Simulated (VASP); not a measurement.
GdOs3, 4 atoms in the cell. It takes space group P4mm (No. 99, tetragonal). Conventional cell: a = 4.065 Å, b = 4.065 Å, c = 4.065 Å, α = 90.00°, β = 90.00°, γ = 90.00°. Within 3.8 Å of Gd (site symmetry 4mm) lie 12 Os at 2.86 to 2.89 Å. Within 3.8 Å of Os (site symmetry 2mm) lie 4 Gd at 2.86 to 2.89 Å and 8 Os at 2.87 Å. Within 3.8 Å of Os (site symmetry 4mm) lie 8 Os at 2.87 Å and 4 Gd at 2.87 Å.  This cell differs from its parent crystal: atom 1 (Gd) moved 0.02 Å along y.

```yaml
Program: VASP 6.6.1
Task: single point
Functional: PBE
Potentials_or_basis: VASP PAW PBE potentials, release 64 (Gd, Os)
Cutoff: 520 eV
k_mesh: 8 × 8 × 8
Occupations: gaussian, width 0.05 eV
Spin: collinear spin, ferromagnetic start
Starting_moments: "[7.49, 0.0, 0.0, 0.0] μB"
Dipole_correction: no
Further_INCAR_settings: ALGO = Normal; EDIFF = 1e-07; NBANDS = 33
```

Potentials or basis: VASP PAW PBE potentials, release 64 (Gd, Os).

Run with:

```sh
$ cat potpaw_PBE.64/Gd/POTCAR potpaw_PBE.64/Os/POTCAR > POTCAR
$ mpirun -np 1 vasp_std > vasp.out
```

Hardware: 1 thread of Intel(R) Xeon(R) Platinum 8259CL CPU @ 2.50GHz (Skylake/Cascade Lake), with other jobs on the host.

Question: How long does it take, and how much memory?

Answer: Run time: 11 min on 1 thread of Intel(R) Xeon(R) Platinum 8259CL CPU @ 2.50GHz (Skylake/Cascade Lake) (shared host), peak memory 0.4 GiB. Counts: scf iterations 21, k points 75.
